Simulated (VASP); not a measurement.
Input of a VASP 6.6.1 run:

File INCAR:

```
PREC = Accurate
ENCUT = 520
EDIFF = 1E-8
ISMEAR = -1
SIGMA = 0.05
LREAL = False
LASPH = True
NELM = 80
ALGO = Normal
ISIF = 2
LWAVE = False
LCHARG = False
GGA = PE
NBANDS = 21
IBRION = 8
NSW = 1
```

Contents of KPOINTS:

```
regular mesh
0
Gamma
  8 8 8
```

POSCAR

```
Ge
1.0
    0.0000000000      2.8289100000      2.8289100000
    2.8289100000      0.0000000000      2.8289100000
    2.8289100000      2.8289100000      0.0000000000
Ge
2
Direct
    0.7500000000      0.7500000000      0.7500000000
    0.5000000000      0.5000000000      0.5000000000
```

Potentials or basis: VASP PAW PBE potentials, release 64 (Ge_d).

The run is started by

```console
$ cat potpaw_PBE.64/Ge_d/POTCAR > POTCAR
$ mpirun -np 1 vasp_std > vasp.out
```

(1) What does it give for the highest phonon frequency at Γ?

Results:

(1) 288 cm⁻¹.

Caveat: the cell wasn't relaxed at this level first, which shifts response properties.
